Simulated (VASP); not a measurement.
A run of VASP 6.6.1 is set up as follows.

The input INCAR:

```
PREC = Accurate
ENCUT = 520
EDIFF = 1E-7
ISMEAR = 0
SIGMA = 0.15
LREAL = False
LASPH = True
NELM = 80
ALGO = Normal
ISIF = 2
LWAVE = False
LCHARG = False
GGA = PS
NBANDS = 12
```

Contents of KPOINTS:

```
regular mesh
0
Gamma
  14 14 14
```

The input POSCAR:

```
TeAs
1.0
    0.0000000000      2.9676670000      2.9676670000
    2.9676670000      0.0000000000      2.9676670000
    2.9676670000      2.9676670000      0.0000000000
Te As
1 1
Direct
    0.4368190569      0.4368190569      0.5631809431
    0.0000000000      0.0000000000      0.0000000000
```

Potentials or basis: VASP PAW PBE potentials, release 64 (Te, As).

Launch:

```sh
$ cat potpaw_PBE.64/Te/POTCAR potpaw_PBE.64/As/POTCAR > POTCAR
$ mpirun -np 1 vasp_std > vasp.out
```

Problem. What does it give for the largest force?

Solution. 1.273 eV/Å.

Problem. Predict the pressure.

Solution. 1.2 GPa.

Stress tensor (GPa, compression positive):
```
0.47 0.00 0.00
0.00 0.47 0.00
0.00 0.00 2.74
```

Caveat: the cell differs from its parent crystal (all Te atoms moved +0.375 Å, as atom 1 towards its neighbour atom 2 (As) at 2.968 Å); the PAW data sets were made with another functional, which shifts forces and pressure a little.
